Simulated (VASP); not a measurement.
A run of VASP 6.6.1:

INCAR

```
PREC = Accurate
ENCUT = 600
EDIFF = 1E-7
ISMEAR = 0
SIGMA = 0.1
LREAL = False
LASPH = True
NELM = 80
ALGO = Normal
ISIF = 3
LWAVE = False
LCHARG = False
GGA = PE
IBRION = 2
NSW = 90
EDIFFG = -0.04
```

File KPOINTS:

```
regular mesh
0
Gamma
  4 4 4
```

Contents of POSCAR:

```
Al5As
1.0
    5.6055759200      0.0000000000      0.0000000000
    0.0000000000      5.6055759200      0.0000000000
    0.0000000000      0.0000000000      3.8181133800
Al As
5 1
Direct
    0.2349447400      0.5000000000      0.0000000000
    0.7650552600      0.5000000000      0.0000000000
    0.5000000000      0.2349447400      0.0000000000
    0.5000000000      0.7650552600      0.0000000000
    0.0000000000      0.0000000000      0.5000000000
    0.5000000000      0.5000000000      0.0000000000
```

Potentials or basis: VASP PAW PBE potentials, release 64 (Al, As).

Launch:

```sh
$ cat potpaw_PBE.64/Al/POTCAR potpaw_PBE.64/As/POTCAR > POTCAR
$ mpirun -np 1 vasp_std > vasp.out
```

Hardware: 1 thread of Intel(R) Xeon(R) 6975P-C (Granite Rapids), with other jobs on the host.

Problem. Estimate the wall time of this run.

Solution. It took 5.8 min on 1 thread of Intel(R) Xeon(R) 6975P-C (Granite Rapids), with other jobs on the host, peak memory 0.28 GiB. Counts: scf iterations 309, k points 18, ion steps 21.
